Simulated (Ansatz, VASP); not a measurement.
**Two plane-wave programs on ZrTa2N4**

```
Zr Ta N
1.0
     0.00016   -3.09553    0.00027
    -5.33387    0.00027    0.00276
     1.97541    0.00038   -5.31344
Zr Ta N
1 2 4
Direct
  0.49999 0.31438 0.48433
  0.00003 0.98273 0.94993
  0.49996 0.52432 0.04574
  0.99998 0.56516 0.78299
  0.50007 0.10828 0.78014
  0.99997 0.40791 0.24343
  0.50000 0.92723 0.20343
```

Change from the starting cell: cell x1, atoms moved at random (sigma 0.15 Å) and cell strained at random (1.5 %), then relaxed without symmetry.

Alike in both runs: functional PBE; k mesh 8 × 4 × 4; occupations gaussian, width 0.2 eV; no spin polarisation.

Ansatz relaxed the structure, and its values are those at the end. VASP's run is a single point on that final structure, the one shown.

|  | VASP | Ansatz |
| --- | --- | --- |
| version | VASP 6.6.1 | Ansatz 0.2.0 |
| potentials or method | VASP PAW PBE potentials, release 64 (Zr_sv, Ta_pv, N), cutoff 520 eV | scalar-relativistic, plane waves, PAW |
| valence electrons in the cell | 54 | 58 |

Ansatz gave:

```
gap on the k mesh at the Fermi level (eV) : none
pressure (GPa)                            : -0.1
rms of the force components (eV/Å)        : 0.008
```

Which values does VASP return?

gap on the k mesh at the Fermi level (eV): none; pressure (GPa): 0.4; rms of the force components (eV/Å): 0.021.

A gap of «none» marks a metal or a gap that the smearing closes. VASP's potentials hold 54 valence electrons a cell and Ansatz's 58, so a difference there can come from the potentials and not from the codes.

Spin-orbit coupling is off throughout.
